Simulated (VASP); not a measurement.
Runs of VASP 6.6.1 on MgZn4O. The structure is that of space group Cmmm (No. 65), or close to it. The cells are those of the table. 

```tsv
task	cell	k mesh	cutoff (eV)	gap on the mesh (eV)	pressure (GPa)	relaxed volume (Å³/atom)	largest force (eV/Å)
relaxation of cell and atoms	relaxed from a = 4.933, b = 4.933, c = 3.233 Å, angles 90.0, 90.0, 91.0°, 6 atoms	3 × 3 × 5	600	none	0.2	(b)	0.05
single point	a = 6.002, b = 6.002, c = 3.209 Å, angles 90.0, 90.0, 91.0°, 6 atoms	3 × 3 × 5	520	none	(a)	-	0.07
single point	a = 4.840, b = 4.840, c = 4.229 Å, angles 90.0, 90.0, 113.6°, 6 atoms	4 × 4 × 4	520	none	0.3	-	0.01
relaxation of cell and atoms	relaxed from a = 4.911, b = 4.911, c = 3.252 Å, angles 90.0, 90.0, 92.2°, 6 atoms	3 × 3 × 5	600	none	-0.3	19.07	0.03
single point	a = 5.978, b = 5.978, c = 3.224 Å, angles 90.0, 90.0, 88.9°, 6 atoms	3 × 3 × 5	520	none	0.2	-	0.08
```

Alike in all rows: level PBE; potentials or basis VASP PAW PBE potentials, release 64 (Mg, Zn, O); no spin polarisation; smearing gaussian 0.2 eV.

Problem. Estimate the missing entries.

Solution. (a) 0.0; (b) 19.01.

Caveats: all runs use coarse meshes; the volume moved by over 15 % at a fixed basis, so the end points are rough (some runs); the relaxation stopped at a loose force limit of 0.08 eV/Å, so its end isn't a converged minimum (some runs).

A gap of «none» marks levels without a gap at the run's occupations.
